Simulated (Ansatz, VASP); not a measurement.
# Ga4Sb5 in VASP and in Ansatz

```xyz
9
Lattice="4.3938 0.0000 0.0000 0.0000 4.3938 0.0000 0.0000 0.0000 27.4277" Properties=species:S:1:pos:R:3 pbc="T T T"
Sb    0.0000    2.1969    7.4784
Sb    2.1969    0.0000   10.6031
Sb    0.0000    2.1969   13.7138
Sb    2.1969    0.0000   16.8246
Sb    0.0000    2.1969   19.9493
Ga    2.1969    2.1969    9.0182
Ga    0.0000    0.0000   12.1496
Ga    2.1969    2.1969   15.2781
Ga    0.0000    0.0000   18.4095
```

Alike in both runs: functional PBE; k mesh 8 × 8 × 1; occupations gaussian, width 0.1 eV; no spin polarisation.

Ansatz relaxed the structure, and its values are those at the end. VASP's run is a single point on that final structure, the one shown.

```csv
,VASP,Ansatz
version,VASP 6.6.1,Ansatz 0.2.0
potentials or method,"VASP PAW PBE potentials, release 64 (Sb, Ga_d), cutoff 520 eV","scalar-relativistic, plane waves, PAW"
valence electrons in the cell,77,127
```

```tsv
	VASP	Ansatz	Ansatz less VASP
gap on the k mesh at the Fermi level (eV)	none	none	-
rms of the force components (eV/Å)	0.002	0.004	+0.0012
```

A gap of «none» marks a metal or a gap that the smearing closes. With one functional, cell and mesh, what is left measures potentials, basis and numerics. VASP's potentials hold 77 valence electrons a cell and Ansatz's 127, so a difference there can come from the potentials and not from the codes. Ansatz's warnings: xc potential rough in thin density.

Neither program's run includes spin-orbit coupling.
